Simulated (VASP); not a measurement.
# SiNi (Pmmn) in VASP: a series of runs, part 4 of 4

VASP 6.6.1. Earlier steps stand in the parts before.

### 6 Electric field gradients, LDA, collinear spin, ferromagnetic start (11.52 Å³/atom)

This run uses another cell than the first one, of 11.52 Å³/atom.

The input, INCAR:

```
SYSTEM = SiNi
PREC     = Accurate       ! precision mode
ENCUT    = 520            ! plane-wave cutoff, eV
EDIFF    = 1E-8           ! SCF threshold, eV
ISMEAR   = -1             ! smearing method
SIGMA    = 0.05           ! smearing width, eV
LREAL    = .False.        ! projectors in reciprocal space
LASPH    = .True.         ! aspherical terms in the spheres
NELM     = 150            ! most SCF steps
ALGO     = Normal         ! electronic algorithm
ISIF     = 2              ! what is computed and relaxed
LWAVE    = .False.        ! write WAVECAR
LCHARG   = .False.        ! write CHGCAR
ISPIN    = 2              ! spin polarisation
MAGMOM   = 0 0 1.5 1.5    ! initial moments
LORBIT   = 11             ! projections on sites
LMAXMIX  = 4              ! l up to which the mixer works
LEFG     = .True.       
NBANDS   = 26             ! bands
```

The input, KPOINTS:

```
Automatic mesh
0
Gamma
  11 10 7
  0 0 0
```

The input, POSCAR:

```
SiNi
1.0
    3.0164974495      0.0000000000      0.0000000000
    0.0000000000      3.2625517577      0.0000000000
    0.0000000000      0.0000000000      4.6820483107
Si Ni
2 2
Direct
    0.5000000000      0.5000000000      0.8423000000
    0.0000000000      0.0000000000      0.1577000000
    0.5000000000      0.5000000000      0.3442200000
    0.0000000000      0.0000000000      0.6557800000
```

Potentials or basis: VASP PAW LDA potentials, release 64 (Si, Ni).

Run with:

```bash
$ cat potpaw_LDA.64/Si/POTCAR potpaw_LDA.64/Ni/POTCAR > POTCAR
$ mpirun -np 1 vasp_std > vasp.out
```

OUTCAR:

```text
SYSTEM = SiNi
   PREC = Accurate
   ENCUT = 520
   EDIFF = 1E-8
   ISMEAR = -1
   LREAL = .False.
   LASPH = .True.
   NELM = 150
   ISIF = 2
   ISPIN = 2
   LORBIT = 11

 ion  position               nearest neighbor table
   1  0.500  0.500  0.842-   3 2.33   3 2.35   4 2.39   4 2.39   4 2.39   4 2.39   2 2.67   2 2.67
                             2 2.67   2 2.67
   2  0.000  0.000  0.158-   4 2.33   4 2.35   3 2.39   3 2.39   3 2.39   3 2.39   1 2.67   1 2.67
                             1 2.67   1 2.67
   3  0.500  0.500  0.344-   1 2.33   1 2.35   2 2.39   2 2.39   2 2.39   2 2.39   4 2.66   4 2.66
                             4 2.66   4 2.66
   4  0.000  0.000  0.656-   2 2.33   2 2.35   1 2.39   1 2.39   1 2.39   1 2.39   3 2.66   3 2.66
                             3 2.66   3 2.66

  LATTYP: Found a simple orthorhombic cell.
 ALAT       =     3.0164974495
 B/A-ratio  =     1.0815695396
 C/A-ratio  =     1.5521472798

  Lattice vectors:

 A1 = (   3.0164974495,   0.0000000000,   0.0000000000)
 A2 = (   0.0000000000,   3.2625517577,   0.0000000000)
 A3 = (   0.0000000000,   0.0000000000,   4.6820483107)

Analysis of symmetry for initial positions (statically):
=====================================================================
 Subroutine PRICEL returns:
 Original cell was already a primitive cell.

 Routine SETGRP: Setting up the symmetry group for a
 simple orthorhombic supercell.

 Subroutine GETGRP returns: Found  8 space group operations
 (whereof  4 operations were pure point group operations)
 out of a pool of  8 trial point group operations.

The static configuration has the point symmetry C_2v.
 The point group associated with its full space group is D_2h.

Analysis of symmetry for dynamics (positions and initial velocities):
=====================================================================
 Subroutine PRICEL returns:
 Original cell was already a primitive cell.

 Routine SETGRP: Setting up the symmetry group for a
 simple orthorhombic supercell.

 Subroutine GETGRP returns: Found  8 space group operations
 (whereof  4 operations were pure point group operations)
 out of a pool of  8 trial point group operations.

The dynamic configuration has the point symmetry C_2v.
 The point group associated with its full space group is D_2h.

Analysis of structural, dynamic, and magnetic symmetry:
=====================================================================
 Subroutine PRICEL returns:
 Original cell was already a primitive cell.

 Routine SETGRP: Setting up the symmetry group for a
 simple orthorhombic supercell.

 Subroutine GETGRP returns: Found  8 space group operations
 (whereof  4 operations were pure point group operations)
 out of a pool of  8 trial point group operations.

The overall configuration has the point symmetry C_2v.
 The point group associated with its full space group is D_2h.

 Subroutine INISYM returns: Found  8 space group operations
 (whereof  4 operations are pure point group operations),
 and found     1 'primitive' translations

----------------------------------------------------------------------------------------

                                     Primitive cell

  volume of cell :      46.0783

  direct lattice vectors                    reciprocal lattice vectors
     3.016497450  0.000000000  0.000000000     0.331510308  0.000000000  0.000000000
[... 137 lines left out ...]

  energy without entropy =      -27.25306413  energy(sigma->0) =      -27.25867619

 E-fermi :  11.2400     XC(G=0): -12.7056

 val. band max:       11.2399600873   @ k =   0.3636   0.3000   0.4286
 cond. band min:      11.2554564785   @ k =   0.0909   0.2000   0.4286
 fundamental gap:      0.0154963912
 Fermi energy:        11.2399753208

 spin component 1

 k-point     1 :       0.0000    0.0000    0.0000
  band No.  band energies     occupation
      1      -2.5778      1.00000
      2       3.1676      1.00000
      3       4.8123      1.00000
      4       7.0933      1.00000
      5       7.6801      1.00000
      6       8.2293      1.00000
[... 685 lines left out ...]
     25      27.1490      0.00000
     26      27.7633      0.00000

 [... further k-points ...]

 spin component 2

 k-point     1 :       0.0000    0.0000    0.0000
  band No.  band energies     occupation
      1      -2.5778      1.00000
      2       3.1676      1.00000
      3       4.8123      1.00000
      4       7.0933      1.00000
      5       7.6801      1.00000
      6       8.2293      1.00000
[... 685 lines left out ...]
     25      27.1490      0.00000
     26      27.7633      0.00000

 [... further k-points ...]
[... 5 lines left out ...]
  --------------------------------------------------------------------------------------
  -------------------------------------------------------------------------------------
  Total       -2.1005720     -2.2638888     -2.3934936      0.0000000      0.0000000      0.0000000
  in kB      -73.0385065    -78.7171588    -83.2236180      0.0000000      0.0000000      0.0000000
  external PRESSURE =     -78.3264278 kB  Pullay stress =       0.0000000 kB

 VOLUME and BASIS-vectors are now :
 -----------------------------------------------------------------------------
  energy-cutoff  :      520.00
  volume of cell :       46.08
      direct lattice vectors                 reciprocal lattice vectors
     3.016497450  0.000000000  0.000000000     0.331510308  0.000000000  0.000000000
     0.000000000  3.262551758  0.000000000     0.000000000  0.306508547  0.000000000
     0.000000000  0.000000000  4.682048311     0.000000000  0.000000000  0.213581735

 POSITION                                       TOTAL-FORCE (eV/Angst)
 -----------------------------------------------------------------------------------
      1.50825      1.63128      3.94369         0.000000      0.000000     -0.148806
      0.00000      0.00000      0.73836         0.000000      0.000000      0.148806
      1.50825      1.63128      1.61165         0.000000      0.000000     -0.142761
      0.00000      0.00000      3.07039         0.000000      0.000000      0.142761
 -----------------------------------------------------------------------------------
    total drift:                                0.000000      0.000000      0.000000

  FREE ENERGIE OF THE ION-ELECTRON SYSTEM (eV)
  ---------------------------------------------------
  free  energy   TOTEN  =       -27.2642882521 eV

  energy  without entropy=      -27.2530641273  energy(sigma->0) =      -27.25867619

 Electric field gradients (V/A^2)
---------------------------------------------------------------------
 ion       V_xx      V_yy      V_zz      V_xy      V_xz      V_yz
---------------------------------------------------------------------
   1      25.698     9.409   -35.107     0.000     0.000     0.000
   2      25.698     9.409   -35.107     0.000     0.000     0.000
   3       8.028     9.246   -17.274    -0.000    -0.000    -0.000
   4       8.028     9.246   -17.274     0.000     0.000    -0.000
---------------------------------------------------------------------

 Electric field gradients after diagonalization (V/A^2)
 (convention: |V_zz| > |V_xx| > |V_yy|)
----------------------------------------------------------------------
 ion       V_xx      V_yy      V_zz     asymmetry (V_yy - V_xx)/ V_zz
----------------------------------------------------------------------
   1      25.698     9.409   -35.107       0.464
   2      25.698     9.409   -35.107       0.464
   3       9.246     8.028   -17.274       0.070
   4       9.246     8.028   -17.274       0.070
----------------------------------------------------------------------

           NMR quadrupolar parameters

 Cq : quadrupolar parameter    Cq=e*Q*V_zz/h
 eta: asymmetry parameters     (V_yy - V_xx)/ V_zz
 Q  : nuclear electric quadrupole moment in mb (millibarn)
----------------------------------------------------------------------
 ion       Cq(MHz)       eta       Q (mb)
----------------------------------------------------------------------
   1      -0.085       0.464       1.000
   2      -0.085       0.464       1.000
   3      -0.042       0.070       1.000
   4      -0.042       0.070       1.000
----------------------------------------------------------------------

 total charge

# of ion       s       p       d       tot
------------------------------------------
    1        0.756   0.862   0.000   1.618
    2        0.756   0.862   0.000   1.618
    3        0.483   0.609   8.485   9.577
    4        0.483   0.609   8.485   9.577
--------------------------------------------------
tot          2.477   2.942  16.971  22.390

 magnetization (x)

# of ion       s       p       d       tot
------------------------------------------
    1       -0.000  -0.000   0.000  -0.000
    2       -0.000  -0.000   0.000  -0.000
    3        0.000   0.000  -0.000  -0.000
    4        0.000   0.000  -0.000  -0.000
--------------------------------------------------
tot         -0.000  -0.000  -0.000  -0.000
```

Run time: 7.2 min. Hardware: 1 thread of Intel Xeon 8259CL, shared host; peak memory 0.33 GiB.

Results:

* Free energy: -27.2643 eV
* Pressure: -7.8 GPa
* Largest force: 0.149 eV/Å
* Band gap on the k mesh: zero (filled and empty bands overlap)
* Net moment: 0.00 μB per cell
* Largest electric field gradient by atom: Si -35.1; Ni -17.3 V/Å²
* Valence electrons inside the program's atomic spheres: Si 1.62; Ni 9.58

Forces on the atoms (eV/Å):
```
Si   0.000  0.000 -0.149
Si   0.000  0.000  0.149
Ni   0.000  0.000 -0.143
Ni   0.000  0.000  0.143
```

Electric field gradients, principal values (V/Å²):
| atom | least | middle | greatest (by size) |
| --- | --- | --- | --- |
| 1 Si | 9.409 | 25.698 | -35.107 |
| 2 Si | 9.409 | 25.698 | -35.107 |
| 3 Ni | 8.028 | 9.246 | -17.274 |
| 4 Ni | 8.028 | 9.246 | -17.274 |

Caveat: the cell stands under tension; the moments typed at the start vanished in this run; without QUAD_EFG the Cq values of the log hold for a quadrupole moment of 1 mb, not for the nuclei.
